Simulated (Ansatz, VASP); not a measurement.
BSe: VASP beside Ansatz

INCAR

```
PREC     = Accurate       # precision mode
ENCUT    = 600            # plane-wave cutoff, eV
EDIFF    = 1E-7           # SCF threshold, eV
ISMEAR   = 0              # smearing method
SIGMA    = 0.1            # smearing width, eV
LREAL    = False          # projectors in reciprocal space
LASPH    = True           # aspherical terms in the spheres
NELM     = 80             # most SCF steps
ALGO     = Normal         # electronic algorithm
ISIF     = 3              # what is computed and relaxed
LWAVE    = False          # write WAVECAR
LCHARG   = False          # write CHGCAR
GGA      = PE             # functional
IBRION   = 2              # ionic algorithm
NSW      = 90             # ionic steps
EDIFFG   = -0.04          # ionic threshold
```

The input KPOINTS:

```
regular mesh
0
Gamma
  6 6 2
```

POSCAR

```
BSe
1.0
    3.4566398100      0.0000000000      0.0000000000
   -1.7283199000      2.9935378900      0.0000000000
    0.0000000000      0.0000000000     11.3902477900
B Se
4 4
Direct
    0.6666666700      0.3333333300      0.1250000000
    0.6666666700      0.3333333300      0.3750000000
    0.3333333300      0.6666666700      0.6250000000
    0.3333333300      0.6666666700      0.8750000000
    0.0000000000      0.0000000000      0.0000000000
    0.3333333300      0.6666666700      0.2500000000
    0.0000000000      0.0000000000      0.5000000000
    0.6666666700      0.3333333300      0.7500000000
```

Input for Ansatz:

```yaml
crystal:
  lattice:
    - [3.45663981, 0.0, 0.0]
    - [-1.7283199, 2.99353789, 0.0]
    - [0.0, 0.0, 11.39024779]
  atoms:
    - { symbol: B, position: [0.66666667, 0.33333333, 0.125] }
    - { symbol: B, position: [0.66666667, 0.33333333, 0.375] }
    - { symbol: B, position: [0.33333333, 0.66666667, 0.625] }
    - { symbol: B, position: [0.33333333, 0.66666667, 0.875] }
    - { symbol: Se, position: [0.0, 0.0, 0.0] }
    - { symbol: Se, position: [0.33333333, 0.66666667, 0.25] }
    - { symbol: Se, position: [0.0, 0.0, 0.5] }
    - { symbol: Se, position: [0.66666667, 0.33333333, 0.75] }
basis:
  ecutwfc: 420
kpoints:
  mp_grid: { grid: [6, 6, 2] }
hamiltonian:
  xc: pbe
scf:
  occupations: { method: gaussian, width: 0.1 }
  lower_state_search: "off"
output:
  forces: true
  stress: true
  eigenvalues: true
relax:
  adjacent_minimum: "off"
  f_tol: 0.04
  max_steps: 70
  cell: { stress_tol: 0.4 }
```

Alike in both runs: task relaxation of cell and atoms; functional PBE; k mesh 6 × 6 × 2; occupations gaussian, width 0.1 eV; no spin polarisation.

|  | VASP | Ansatz |
| --- | --- | --- |
| version | VASP 6.6.1 | Ansatz 0.2.0 |
| potentials or method | VASP PAW PBE potentials, release 64 (B, Se), cutoff 600 eV | scalar-relativistic, plane waves, PAW |
| valence electrons in the cell | 36 | 76 |

```csv
,VASP,Ansatz,Ansatz less VASP
"gap on the k mesh at the Fermi level, each at its own relaxed structure (eV)",none,none,-
relaxed volume (Å³/atom),13.31,13.29,-0.022
relaxed cell length with the largest relative difference (Å),11.184,11.155,-0.0294
```

A gap of «none» marks a metal or a gap that the smearing closes. VASP's potentials hold 36 valence electrons a cell and Ansatz's 76, so a difference there can come from the potentials and not from the codes.
